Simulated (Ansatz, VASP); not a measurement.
Sn in VASP and in Ansatz

```xyz
2
Lattice="0.0000 3.3291 3.3291 3.3291 0.0000 3.3291 3.3291 3.3291 0.0000" Properties=species:S:1:pos:R:3 pbc="T T T"
Sn    0.0000    0.0000    0.0000
Sn    1.6646    1.6646    1.6646
```

Alike in both runs: functional PBE; k mesh 12 × 12 × 12; occupations gaussian, width 0.1 eV; no spin polarisation.

Ansatz relaxed the structure, and its values are those at the end. VASP's run is a single point on that final structure, the one shown.

```csv
,VASP,Ansatz
version,VASP 6.6.1,Ansatz 0.2.0
potentials or method,"VASP PAW PBE potentials, release 64 (Sn_d), cutoff 520 eV","scalar-relativistic, plane waves, PAW"
valence electrons in the cell,28,28
```

Ansatz gave:

| Item | Value |
| --- | --- |
| gap on the k mesh at the Fermi level (eV) | none |
| pressure (GPa) | 0.0 |

Estimate VASP's values.

gap on the k mesh at the Fermi level (eV): none; pressure (GPa): -0.1.

A gap of «none» marks a metal or a gap that the smearing closes.
